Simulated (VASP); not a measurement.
Runs of VASP 6.6.1 on Ca. The structure is that of space group P4/mmm (No. 123), or close to it. The cells are those of the table. 

```tsv
cell	gap on the mesh (eV)	pressure (GPa)
a = 3.576, b = 3.576, c = 3.314 Å, 1 atom	none	(b)
a = 3.401, b = 3.401, c = 3.663 Å, 1 atom	none	-1.1
a = 3.663, b = 3.663, c = 3.401 Å, 1 atom	none	(a)
a = 3.314, b = 3.314, c = 3.576 Å, 1 atom	none	-0.3
a = 3.663, b = 3.663, c = 3.314 Å, 1 atom	none	-1.3
a = 3.314, b = 3.314, c = 3.663 Å, 1 atom	none	-0.4
```

Alike in all rows: task single point; level LDA; potentials or basis VASP PAW LDA potentials, release 64 (Ca_sv); no spin polarisation; k mesh 14 × 14 × 14; cutoff (eV) 520; smearing gaussian 0.15 eV.

Q: Fill in the values left out.

A: (a) -1.6; (b) -1.0.

A gap of «none» marks levels without a gap at the run's occupations.
